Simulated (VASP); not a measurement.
TaO3:

```
CELL_PARAMETERS angstrom
3.96034 0.00000 0.00000
0.00000 3.96034 0.00000
0.00000 0.00000 3.96034
ATOMIC_POSITIONS crystal
Ta 0.50000 0.50000 0.50000
O 0.00000 0.50000 0.50000
O 0.50000 0.50000 0.00000
O 0.50000 0.00000 0.50000
```

Base run:

* Program: VASP 6.6.1
* Functional: LDA
* Potentials or basis: VASP PAW LDA potentials, release 64 (Ta_pv, O)
* Cutoff: 600 eV
* k mesh: 6 × 6 × 6
* Occupations: methfessel-paxton, width 0.1 eV
* Spin: no spin polarisation

Its results: pressure -8.7 GPa.

**Question.** The run is repeated on the same cell with these changes: k mesh from 6 × 6 × 6 to 3 × 3 × 3. What comes out?

**Answer.** Pressure -8.0 GPa.

Caveats: some runs use coarse meshes; an odd number of electrons without spin polarisation forces a metal; a magnetic or distorted state may lie lower.
